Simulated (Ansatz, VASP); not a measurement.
**C in VASP and in Ansatz**

INCAR

```
PREC = Accurate
ENCUT = 520
EDIFF = 1E-7
ISMEAR = 0
SIGMA = 0.05
LREAL = F
LASPH = T
NELM = 60
ALGO = Normal
ISIF = 2
LWAVE = F
LCHARG = F
GGA = PE
NBANDS = 11
```

The input KPOINTS:

```
regular mesh
0
Gamma
  14 14 14
```

Contents of POSCAR:

```
C
1.0
    0.0000000000      2.1270000000      3.3480000000
    1.2280000000      0.0000000000      3.3480000000
    1.2280000000      2.1270000000      0.0000000000
C
2
Direct
    0.1666700000      0.8333300000      0.1666700000
    0.8333300000      0.1666700000      0.8333300000
```

Input for Ansatz:

```yaml
crystal:
  lattice:
    - [0.0, 2.127, 3.348]
    - [1.228, 0.0, 3.348]
    - [1.228, 2.127, 0.0]
  atoms:
    - { symbol: C, position: [0.16667, 0.83333, 0.16667] }
    - { symbol: C, position: [0.83333, 0.16667, 0.83333] }
basis:
  ecutwfc: 420
kpoints:
  mp_grid: { grid: [14, 14, 14] }
hamiltonian:
  xc: pbe
scf:
  occupations: { method: gaussian, width: 0.05 }
output:
  forces: true
  stress: true
  eigenvalues: true
```

Alike in both runs: task single point; functional PBE; k mesh 14 × 14 × 14; occupations gaussian, width 0.05 eV; no spin polarisation.

```csv
,VASP,Ansatz
version,VASP 6.6.1,Ansatz 0.2.0
potentials or method,"VASP PAW PBE potentials, release 64 (C), cutoff 520 eV","scalar-relativistic, plane waves, PAW"
valence electrons in the cell,8,8
```

VASP gave:

- gap on the k mesh at the Fermi level (eV): 0.36
- least direct gap on the mesh (eV): 0.44
- pressure (GPa): 5.1
- traceless stress, the component that is largest in VASP (GPa): -1.11
- rms of the force components (eV/Å): 0.018

Question: Estimate Ansatz's values.

Answer: gap on the k mesh at the Fermi level (eV): 0.36; least direct gap on the mesh (eV): 0.44; pressure (GPa): 4.6; traceless stress, the component that is largest in VASP (GPa): -0.58; rms of the force components (eV/Å): 0.018.

Atom by atom the forces differ by 0.000 eV/Å (rms over components). With one functional, cell and mesh, what is left measures potentials, basis and numerics.
